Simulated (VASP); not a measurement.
BN:

```
CELL_PARAMETERS angstrom
0.00000 1.80482 1.80482
1.80482 0.00000 1.80482
1.80482 1.80482 0.00000
ATOMIC_POSITIONS crystal
B 0.00000 0.00000 0.00000
N 0.25000 0.25000 0.25000
```

Base run:

| Item | Value |
| --- | --- |
| Program | VASP 6.6.1 |
| Functional | r2SCAN |
| Potentials or basis | VASP PAW PBE potentials, release 64 (B, N) |
| Cutoff | 520 eV |
| k mesh | 8 × 8 × 8 |
| Occupations | gaussian, width 0.01 eV |
| Spin | no spin polarisation |

Its results: band gap on the k mesh 4.98 eV (least direct gap 9.55 eV); pressure 1.1 GPa.

The run is repeated on the same cell with these changes: functional from r2SCAN to PBE-based screened hybrid with 40 % exact exchange; k mesh from 8 × 8 × 8 to 6 × 6 × 6. What comes out?

Band gap on the k mesh 6.21 eV (least direct gap 11.22 eV); pressure -8.5 GPa.

Several settings changed at once.

Caveats: some runs use coarse meshes; the PAW data sets were made with another functional, which shifts forces and pressure a little.

A k mesh can miss the band edges.
